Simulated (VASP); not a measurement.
# Zr3S2 (R32) in VASP: further runs, part 3 of 3

VASP 6.6.1. Earlier steps stand in the parts before.

## 5. Single point, PBE (strain +0.000 along x and y, -0.050 along z)

File INCAR:

```
SYSTEM = Zr3S2
ALGO = Normal
EDIFF = 1E-6
ENCUT = 520
GGA = PE
ISIF = 2
ISMEAR = 0
LASPH = .True.
LCHARG = .False.
LREAL = .False.
LWAVE = .False.
NBANDS = 32
NELM = 80
PREC = Accurate
SIGMA = 0.15
```

File KPOINTS:

```
k-points
0
Gamma
  12 12 12
  0 0 0
```

File POSCAR:

```
Zr3S2
1.0
    2.8952118352      1.6715513324      3.3063555001
   -2.8952118352      1.6715513324      3.3063555001
    0.0000000000     -3.3431026648      3.3063555001
Zr S
3 2
Direct
    0.1621066357      0.8378933643      0.5000000000
    0.5000000000      0.1621066357      0.8378933643
    0.8378933643      0.5000000000      0.1621066357
    0.3347765468      0.3347765468      0.3347765468
    0.6652234532      0.6652234532      0.6652234532
```

Potentials or basis: VASP PAW PBE potentials, release 64 (Zr_sv, S).

Started as:

```bash
> cat potpaw_PBE.64/Zr_sv/POTCAR potpaw_PBE.64/S/POTCAR > POTCAR
> mpirun -np 1 vasp_std > vasp.out
```

OUTCAR:

```text
SYSTEM = Zr3S2
   EDIFF = 1E-6
   ENCUT = 520
   GGA = PE
   ISIF = 2
   ISMEAR = 0
   LASPH = .True.
   LREAL = .False.
   NELM = 80
   PREC = Accurate

 ion  position               nearest neighbor table
   1  0.162  0.838  0.500-   4 2.54   5 2.54   5 2.55   4 2.55   3 3.31   2 3.31   2 3.32   3 3.32
                             3 3.32   2 3.32   3 3.39   2 3.39
   2  0.500  0.162  0.838-   4 2.54   5 2.54   5 2.55   4 2.55   3 3.31   1 3.31   1 3.32   1 3.32
                             3 3.32   3 3.32   3 3.39   1 3.39
   3  0.838  0.500  0.162-   5 2.54   4 2.54   5 2.55   4 2.55   2 3.31   1 3.31   1 3.32   1 3.32
                             2 3.32   2 3.32   2 3.39   1 3.39
   4  0.335  0.335  0.335-   1 2.54   2 2.54   3 2.54   2 2.55   3 2.55   1 2.55
   5  0.665  0.665  0.665-   1 2.54   3 2.54   2 2.54   3 2.55   2 2.55   1 2.55

  LATTYP: Found a trigonal (rhomboedric) cell.
 ALAT       =     4.7019487578
 COS(alpha) =     0.2417107436

  Lattice vectors:

 A1 = (   2.8952118352,   1.6715513324,   3.3063555001)
 A2 = (  -2.8952118352,   1.6715513324,   3.3063555001)
 A3 = (   0.0000000000,  -3.3431026648,   3.3063555001)

Analysis of symmetry for initial positions (statically):
[... 175 lines left out ...]
  free energy    TOTEN  =       -39.06693983 eV

  energy without entropy =      -39.03769069  energy(sigma->0) =      -39.05231526

 E-fermi :   9.5467     XC(G=0): -11.1763

 val. band max:        9.5455452994   @ k =  -0.3333   0.0833   0.0000
 cond. band min:       9.5529586126   @ k =   0.4167   0.0833   0.0833
 fundamental gap:      0.0074133132
 Fermi energy:         9.5467034632

 k-point     1 :       0.0000    0.0000    0.0000
  band No.  band energies     occupation
      1     -39.4003      2.00000
      2     -39.3041      2.00000
      3     -39.3041      2.00000
      4     -17.6296      2.00000
      5     -17.6296      2.00000
      6     -17.6034      2.00000
[... 829 lines left out ...]
     31      12.8462      0.00000
     32      13.3259      0.00000

 [... further k-points ...]
[... 5 lines left out ...]
  --------------------------------------------------------------------------------------
  -------------------------------------------------------------------------------------
  Total        3.1790519      3.1790519      7.0054444      0.0000000      0.0000000      0.0000000
  in kB       53.0526809     53.0526809    116.9083180      0.0000000      0.0000000      0.0000000
  external PRESSURE =      74.3378933 kB  Pullay stress =       0.0000000 kB

 VOLUME and BASIS-vectors are now :
 -----------------------------------------------------------------------------
  energy-cutoff  :      520.00
  volume of cell :       96.01
      direct lattice vectors                 reciprocal lattice vectors
     2.895211835  1.671551332  3.306355500     0.172698935  0.099707777  0.100815939
    -2.895211835  1.671551332  3.306355500    -0.172698935  0.099707777  0.100815939
     0.000000000 -3.343102665  3.306355500     0.000000000 -0.199415553  0.100815939

 POSITION                                       TOTAL-FORCE (eV/Angst)
 -----------------------------------------------------------------------------------
     -1.95655      0.00000      4.95953        -0.095783      0.000000      0.000000
      0.97827     -1.69442      4.95953         0.047892     -0.082951      0.000000
      0.97827      1.69442      4.95953         0.047892      0.082951      0.000000
      0.00000      0.00000      3.32067        -0.000000      0.000000     -0.013921
      0.00000      0.00000      6.59840        -0.000000      0.000000      0.013921
 -----------------------------------------------------------------------------------
    total drift:                                0.000000     -0.000000      0.000000

  FREE ENERGIE OF THE ION-ELECTRON SYSTEM (eV)
  ---------------------------------------------------
  free  energy   TOTEN  =       -39.0669398272 eV

  energy  without entropy=      -39.0376906939  energy(sigma->0) =      -39.05231526
```

OSZICAR:

```text
N       E                     dE             d eps       ncg     rms          rms(c)
DAV:   1     0.448192888790E+03    0.44819E+03   -0.25015E+04 12128   0.147E+03
DAV:   2    -0.411442188952E+01   -0.45231E+03   -0.43584E+03 14264   0.413E+02
DAV:   3    -0.380225492288E+02   -0.33908E+02   -0.33073E+02 18936   0.907E+01
DAV:   4    -0.408311308449E+02   -0.28086E+01   -0.27952E+01 18064   0.228E+01
DAV:   5    -0.409280947606E+02   -0.96964E-01   -0.96946E-01 17280   0.413E+00    0.264E+01
DAV:   6    -0.391169623199E+02    0.18111E+01   -0.54072E+00 14488   0.114E+01    0.122E+01
DAV:   7    -0.390745253483E+02    0.42437E-01   -0.13067E+00 20032   0.493E+00    0.397E+00
DAV:   8    -0.390709184761E+02    0.36069E-02   -0.25072E-01 14200   0.223E+00    0.727E-01
DAV:   9    -0.390665313867E+02    0.43871E-02   -0.37413E-02 15080   0.862E-01    0.300E-01
DAV:  10    -0.390669815697E+02   -0.45018E-03   -0.44812E-03 17904   0.481E-01    0.572E-02
DAV:  11    -0.390669458682E+02    0.35702E-04   -0.19003E-04 15784   0.905E-02    0.488E-02
DAV:  12    -0.390669388984E+02    0.69698E-05   -0.32627E-05 18744   0.348E-02    0.114E-02
DAV:  13    -0.390669400173E+02   -0.11189E-05   -0.17476E-06 11864   0.784E-03    0.199E-03
DAV:  14    -0.390669398272E+02    0.19009E-06   -0.23100E-07 10352   0.313E-03
   1 F= -.39066940E+02 E0= -.39052315E+02  d E =-.292491E-01
```

Run time: 13 min. Hardware: 1 thread of AMD EPYC 7R43 (Zen 3), shared host; peak memory 0.49 GiB.

What came out:

| Quantity | Value |
| --- | --- |
| Free energy | -39.0669 eV |
| Pressure | 7.4 GPa |
| Largest force | 0.096 eV/Å |
| Band gap on the k mesh | zero (band 24 reaches 9.77 eV, above the bottom of band 25 at 9.49 eV) |

Forces in eV/Å, atoms in the order of the input:
```
Zr  -0.096  0.000  0.000
Zr   0.048 -0.083  0.000
Zr   0.048  0.083  0.000
S    0.000  0.000 -0.014
S    0.000  0.000  0.014
```

Caveat: the cell differs from its parent crystal (strain +0.000 along x and y, -0.050 along z).

## 6. Summary

| cell | gap on the mesh (eV) | pressure (GPa) | largest force (eV/Å) |
| --- | --- | --- | --- |
| a = 4.712 Å, angles 71.4°, 5 atoms | none | 14.9 | 0.38 |
| a = 4.776 Å, angles 70.3°, 5 atoms | none | 10.6 | 0.29 |
| a = 4.842 Å, angles 69.2°, 5 atoms | none | 6.8 | 0.21 |
| a = 4.702 Å, angles 76.0°, 5 atoms | none | 7.4 | 0.10 |

Alike in all rows: task single point; level PBE; potentials or basis VASP PAW PBE potentials, release 64 (Zr_sv, S); no spin polarisation; k mesh 12 × 12 × 12; cutoff (eV) 520; smearing gaussian 0.15 eV.

Total energies depend on the potentials used, so only differences within one code and one set of settings carry meaning.
